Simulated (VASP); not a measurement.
**GaAs: single point with PBE**

The system is GaAs.

```xyz
2
Lattice="0.0000 2.8265 2.8265 2.8265 0.0000 2.8265 2.8265 2.8265 0.0000" Properties=species:S:1:pos:R:3 pbc="T T T"
Ga    0.0000    0.0000    0.0000
As    1.4132    1.4132    1.4132
```

```yaml
Program: VASP 6.6.1
Task: single point
Functional: PBE
Potentials_or_basis: VASP PAW PBE potentials, release 64 (Ga_d, As)
Cutoff: 520 eV
k_mesh: 10 × 10 × 10
Occupations: gaussian, width 0.03 eV
Spin: no spin polarisation
```

```yaml
Pressure: 3.5 GPa
Band_gap_on_the_k_mesh: 0.52 eV, direct
```

Levels at points of the mesh, in eV from the valence-band top:
```csv
k point,band 6,band 7,band 8,band 9,band 10,band 11,band 12,band 13
"(0.00, 0.00, 0.00)",-12.73,0.00,0.00,0.00,0.52,3.73,3.73,3.73
"(0.50, 0.00, 0.00)",-10.96,-6.64,-1.14,-1.14,1.00,4.64,4.64,7.75
"(0.50, 0.50, 0.00)",-10.22,-6.82,-2.68,-2.68,1.46,1.65,10.17,10.17
```

Run time: 17 s on 1 thread of Intel(R) Xeon(R) 6975P-C (Granite Rapids) (shared host), peak memory 0.18 GiB.

A k mesh can miss the band edges. A hybrid or GW would open this gap; PBE tends to underestimate it.
